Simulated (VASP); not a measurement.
Set up this calculation in VASP 6.6.1, as the native input.

```yaml
Task: single point
Functional: r2SCAN
Potentials_or_basis: VASP PAW PBE potentials, release 64 (F, I, K_sv)
Cutoff: 520 eV
k_mesh: 8 × 8 × 8
Occupations: gaussian, width 0.01 eV
Spin: no spin polarisation
Dipole_correction: no
Further_INCAR_settings: ALGO = Normal; EDIFF = 1e-07; NBANDS = 24
```

Crystal: K2IF.

```xyz
4
Lattice="2.2199 1.2816 7.3061 -2.2199 1.2816 7.3061 0.0000 -2.5633 7.3061" Properties=species:S:1:pos:R:3 pbc="T T T"
F     2.2199    1.2816    7.3061
I     0.0000    0.0000   10.9592
K     0.0000    0.0000    5.9613
K     0.0000    0.0000   15.9570
```

This cell differs from its parent crystal: biaxial xy strain +2.4%.

The input as run:

POSCAR

```
K2IF
1.0
    2.2198596768      1.2816365820      7.3061008809
   -2.2198596768      1.2816365820      7.3061008809
    0.0000000000     -2.5632731640      7.3061008809
F I K
1 1 2
Direct
    1.0000000000      0.0000000000      0.0000000000
    0.5000000000      0.5000000000      0.5000000000
    0.2719797672      0.2719797672      0.2719797672
    0.7280202328      0.7280202328      0.7280202328
```

INCAR.step1

```
SYSTEM = K2IF
PREC = Accurate
ENCUT = 520
ISMEAR = 0
SIGMA = 0.01
LREAL = .FALSE.
LASPH = .TRUE.
NELM = 60
NBANDS = 24
GGA = PE
ALGO = Normal
EDIFF = 1E-4
LWAVE = .TRUE.
LCHARG = .FALSE.
```

INCAR.step2

```
SYSTEM = K2IF
PREC = Accurate
ENCUT = 520
EDIFF = 1E-7
ISMEAR = 0
SIGMA = 0.01
LREAL = .FALSE.
LASPH = .TRUE.
NELM = 60
ALGO = Normal
ISIF = 2
LWAVE = .FALSE.
LCHARG = .TRUE.
METAGGA = R2SCAN
LMIXTAU = .TRUE.
LELF = .TRUE.
LVHAR = .TRUE.
NBANDS = 24
ISTART = 1
```

KPOINTS

```
Automatic mesh
0
G
  8 8 8
  0 0 0
```

Potentials or basis: VASP PAW PBE potentials, release 64 (F, I, K_sv).

Run with:

```bash
$ cat potpaw_PBE.64/F/POTCAR potpaw_PBE.64/I/POTCAR potpaw_PBE.64/K_sv/POTCAR > POTCAR
$ cp INCAR.step1 INCAR
$ mpirun -np 1 vasp_std > vasp.out
$ cp INCAR.step2 INCAR
$ mpirun -np 1 vasp_std > vasp.out
```

It gave:

```json
{
 "Pressure": "-0.8 GPa",
 "Band gap on the k mesh": "3.71 eV"
}
```

Caveat: the cell differs from its parent crystal (biaxial xy strain +2.4%); the PAW data sets were made with another functional, which shifts forces and pressure a little; spin-orbit coupling is left out, which moves the levels of the heavy elements.

Run time: 19 min on 1 thread of Intel(R) Xeon(R) 6975P-C (Granite Rapids) (shared host), peak memory 0.66 GiB.
